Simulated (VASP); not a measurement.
Crystal: PrBOs4.

```
Pr B Os
1.0
     4.33431    0.00000    0.00000
     0.00000    4.33431    0.00000
     0.00000    0.00000    6.18528
Pr B Os
1 1 4
Direct
  0.50000 0.50000 0.50000
  0.00000 0.00000 0.00000
  0.50000 0.00000 0.76288
  0.00000 0.50000 0.23712
  0.50000 0.00000 0.23712
  0.00000 0.50000 0.76288
```

The cell was generated, and may not be a known phase.

* Program: VASP 6.6.1
* Task: relaxation of cell and atoms
* Functional: PBE
* Potentials or basis: VASP PAW PBE potentials, release 64 (Pr_3, B, Os), 4f in core
* Cutoff: 600 eV
* k mesh: 4 × 4 × 4
* Occupations: gaussian, width 0.1 eV
* Spin: no spin polarisation

At the start: pressure -16.5 GPa; volume 19.37 Å³/atom.

Problem. Where does the relaxation end?

Solution. Over 18 steps the energy falls by 1358.2 meV/atom and the volume is 17.89 Å³/atom (-7.6 %); space group P4/mmm (No. 123, to 0.1 Å) before and after.

The path:
| step | energy change (eV) | largest force (eV/Å) | pressure (GPa) | volume (Å³) |
| --- | --- | --- | --- | --- |
| 1 | 0.0000 | 3.6530 | -16.45 | 116.20 |
| 2 | -1.5591 | 2.1981 | 49.97 | 85.85 |
| 3 | -2.4694 | 4.1347 | 14.28 | 95.16 |
| 4 | -4.1494 | 1.4185 | 30.98 | 93.74 |
| 5 | -4.1714 | 0.5861 | 28.32 | 93.88 |
| 6 | -5.9163 | 1.5919 | 12.91 | 101.68 |
| 7 | -6.5249 | 3.1385 | 2.62 | 111.21 |
| 8 | -7.3428 | 0.0283 | -7.43 | 113.08 |
| 9 | -7.4301 | 0.5335 | -9.79 | 113.67 |
| 10 | -7.4635 | 1.1902 | -13.30 | 114.80 |
| 11 | -8.0637 | 0.7344 | -2.74 | 107.47 |
| 12 | -8.0869 | 0.6939 | 0.17 | 105.99 |
| 13 | -8.1153 | 0.4873 | 0.26 | 106.25 |
| 14 | -8.1419 | 0.0026 | 0.63 | 106.80 |
| 15 | -8.1478 | 0.0454 | -0.32 | 107.39 |
| 16 | -8.1481 | 0.0595 | -0.59 | 107.57 |
| 17 | -8.1489 | 0.0012 | 0.26 | 107.22 |
| 18 | -8.1491 | 0.0169 | 0.00 | 107.33 |

Final structure:
```xyz
6
Lattice="3.7127 0.0000 0.0000 0.0000 3.7127 0.0000 0.0000 0.0000 7.7862" Properties=species:S:1:pos:R:3 pbc="T T T"
Pr    1.8563    1.8563    3.8931
B     0.0000    0.0000    0.0000
Os    1.8563    0.0000    6.4951
Os    0.0000    1.8563    1.2911
Os    1.8563    0.0000    1.2911
Os    0.0000    1.8563    6.4951
```

Caveat: the k points lie up to 0.42 Å⁻¹ apart in the final cell; the highest band is partly filled, so the run has too few bands; a cell axis changed by over 15 % at a fixed basis, so the end point is rough.
